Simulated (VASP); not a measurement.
A run of VASP 6.6.1:

Contents of INCAR:

```
SYSTEM = Si
PREC     = Accurate       ! precision mode
ENCUT    = 520            ! plane-wave cutoff, eV
EDIFF    = 1E-6           ! SCF threshold, eV
ISMEAR   = 0              ! smearing method
SIGMA    = 0.05           ! smearing width, eV
LREAL    = .FALSE.        ! projectors in reciprocal space
LASPH    = .TRUE.         ! aspherical terms in the spheres
NELM     = 100            ! most SCF steps
ALGO     = Normal         ! electronic algorithm
ISIF     = 2              ! what is computed and relaxed
LWAVE    = .FALSE.        ! write WAVECAR
LCHARG   = .TRUE.         ! write CHGCAR
GGA      = PS             ! functional
LELF     = .TRUE.         ! ELF
LVHAR    = .TRUE.       
NBANDS   = 33             ! bands
```

The input KPOINTS:

```
Automatic mesh
0
G
  9 9 1
  0 0 0
```

The input POSCAR:

```
Si
1.0
    3.8417168278      0.0000000000      0.0000000000
    0.0000000000      3.8417168278      0.0000000000
    0.0000000000      0.0000000000     21.5825201018
Si
11
Direct
    0.0000000000      0.5000000000      0.1853351685
    0.0000000000      0.0000000000      0.2482681348
    0.5000000000      0.0000000000      0.3112011011
    0.5000000000      0.5000000000      0.3741340674
    0.0000000000      0.5000000000      0.4370670337
    0.0000000000      0.0000000000      0.5000000000
    0.5000000000      0.0000000000      0.5629329663
    0.5000000000      0.5000000000      0.6258659326
    0.0000000000      0.5000000000      0.6887988989
    0.0000000000      0.0000000000      0.7517318652
    0.5000000000      0.0000000000      0.8146648315
```

Potentials or basis: VASP PAW PBE potentials, release 64 (Si).

Command:

```bash
$ cat potpaw_PBE.64/Si/POTCAR > POTCAR
$ mpirun -np 1 vasp_std > vasp.out
```

Hardware: 1 thread of Intel Xeon 8259CL, on a shared host.

Task: How long does it take, and how much memory?

Result: Run time: 6.3 min on 1 thread of Intel Xeon 8259CL (shared host), peak memory 0.43 GiB. Counts: scf iterations 17, k points 15.
